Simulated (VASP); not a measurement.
Set up this calculation in VASP 6.6.1, as the native input.

```yaml
Task: single point
Functional: revPBE
Potentials_or_basis: VASP PAW PBE potentials, release 64 (Cu, I)
Cutoff: 520 eV
k_mesh: 4 × 4 × 3, shifted
Occupations: gaussian, width 0.1 eV
Spin: no spin polarisation
Dipole_correction: no
Further_INCAR_settings: ALGO = Normal; EDIFF = 1e-06; NBANDS = 16; ISYM = 0
```

The structure of CuI lies in POSCAR:

```
CuI
1.0
    0.0000000000      2.7122287874      2.7122287874
    2.7122287874      0.0000000000      2.7122287874
    2.7122287874      2.7122287874      0.0000000000
Cu I
1 1
Direct
    0.0000000000      0.0000000000      0.0000000000
    0.5000000000      0.5000000000      0.5000000000
```

These files were run (other wordings do the same):

INCAR

```
ALGO = Normal
EDIFF = 1E-6
ENCUT = 520
GGA = RE
ISIF = 2
ISMEAR = 0
ISYM = 0
LASPH = True
LCHARG = False
LREAL = False
LWAVE = False
NBANDS = 16
NELM = 60
PREC = Accurate
SIGMA = 0.1
```

KPOINTS

```
Automatic mesh
0
Gamma
  4 4 3
  0.25 0.25 0.25
```

Potentials or basis: VASP PAW PBE potentials, release 64 (Cu, I).

Command:

```console
$ cat potpaw_PBE.64/Cu/POTCAR potpaw_PBE.64/I/POTCAR > POTCAR
$ mpirun -np 1 vasp_std > vasp.out
```

It gave:

* Pressure: 13.7 GPa
* Band gap on the k mesh: zero (band 9 reaches 8.49 eV, above the bottom of band 10 at 8.22 eV)

Caveat: the k points lie up to 0.67 Å⁻¹ apart; the PAW data sets were made with another functional, which shifts forces and pressure a little; spin-orbit coupling is left out, which moves the levels of the heavy elements; semilocal functionals often make such compounds metallic where correlation or magnetic order opens a gap, which also shifts bond lengths.

It took 54 s on 1 thread of Intel Xeon 6975P-C, with other jobs on the host, peak memory 0.19 GiB.
